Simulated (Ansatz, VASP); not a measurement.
LiBr in VASP and in Ansatz

```xyz
2
Lattice="0.0000 2.7483 2.7483 2.7483 0.0000 2.7483 2.7483 2.7483 0.0000" Properties=species:S:1:pos:R:3 pbc="T T T"
Li    0.0000    0.0000    0.0000
Br    2.7483    2.7483    2.7483
```

Alike in both runs: task single point; functional PBEsol; k mesh 8 × 8 × 8; occupations gaussian, width 0.02 eV; no spin polarisation.

|  | VASP | Ansatz |
| --- | --- | --- |
| version | VASP 6.6.1 | Ansatz 0.2.0 |
| potentials or method | VASP PAW PBE potentials, release 64 (Li_sv, Br), cutoff 750 eV | scalar-relativistic, plane waves, PAW |
| valence electrons in the cell | 10 | 10 |

```csv
,VASP,Ansatz,Ansatz less VASP
gap on the k mesh at the Fermi level (eV),4.78,4.78,-0.002
least direct gap on the mesh (eV),4.78,4.78,-0.002
pressure (GPa),-1.2,-1.2,+0.02
```

VASP's potentials were made for PBE, not for PBEsol. With one functional, cell and mesh, what is left measures potentials, basis and numerics.
